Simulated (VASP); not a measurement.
Ru, 2 atoms in the cell. It takes space group P6_3/mmc (No. 194, hexagonal). Conventional cell: a = 2.694 Å, b = 2.694 Å, c = 4.240 Å, α = 90.00°, β = 90.00°, γ = 120.00°. Within 3.5 Å of Ru (site symmetry -6m2) lie 12 Ru at 2.63 to 2.69 Å. 

| Item | Value |
| --- | --- |
| Program | VASP 6.6.1 |
| Task | single point |
| Functional | PBEsol |
| Potentials or basis | VASP PAW PBE potentials, release 64 (Ru_pv) |
| Cutoff | 520 eV |
| k mesh | 22 × 22 × 12 |
| Occupations | fermi-dirac, width 0.05 eV |
| Spin | collinear spin, ferromagnetic start |
| Starting moments | [1.0, 1.0] μB |
| Dipole correction | no |
| Further INCAR settings | ALGO = Normal; EDIFF = 1e-06; NBANDS = 25 |

Potentials or basis: VASP PAW PBE potentials, release 64 (Ru_pv).

Command:

```console
$ cat potpaw_PBE.64/Ru_pv/POTCAR > POTCAR
$ mpirun -np 1 vasp_std > vasp.out
```

Hardware: 1 thread of Intel(R) Xeon(R) Platinum 8488C (Sapphire Rapids), with other jobs on the host.

Question: Estimate the wall time of this run.

Answer: Run time: 3.1 min on 1 thread of Intel(R) Xeon(R) Platinum 8488C (Sapphire Rapids) (shared host), peak memory 0.39 GiB. Counts: scf iterations 13, k points 364.
